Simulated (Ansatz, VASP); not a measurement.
# One calculation of MnFe2N2, two programs

```xyz
5
Lattice="2.9002 0.0000 0.0000 -1.4501 2.5116 0.0000 0.0000 0.0000 6.0418" Properties=species:S:1:pos:R:3 pbc="T T T"
Mn    0.0000    0.0000    3.0209
Fe    1.4501    0.8372    1.0268
Fe    0.0000    1.6744    5.0150
N     1.4501    0.8372    4.2297
N     0.0000    1.6744    1.8121
```

Alike in both runs: functional PBE; k mesh 12 × 12 × 6; occupations gaussian, width 0.1 eV; no spin polarisation.

Ansatz relaxed the structure, and its values are those at the end. VASP's run is a single point on that final structure, the one shown.

|  | VASP | Ansatz |
| --- | --- | --- |
| version | VASP 6.6.1 | Ansatz 0.2.0 |
| potentials or method | VASP PAW PBE potentials, release 64 (Mn_pv, Fe, N), cutoff 520 eV | scalar-relativistic, plane waves, PAW |
| valence electrons in the cell | 39 | 57 |

|  | VASP | Ansatz | Ansatz less VASP |
| --- | --- | --- | --- |
| gap on the k mesh at the Fermi level (eV) | none | none | - |
| pressure (GPa) | 2.0 | 0.0 | -2.06 |
| rms of the force components (eV/Å) | 0.056 | 0.000 | -0.0554 |

A gap of «none» marks a metal or a gap that the smearing closes. With one functional, cell and mesh, what is left measures potentials, basis and numerics. VASP's potentials hold 39 valence electrons a cell and Ansatz's 57, so a difference there can come from the potentials and not from the codes.
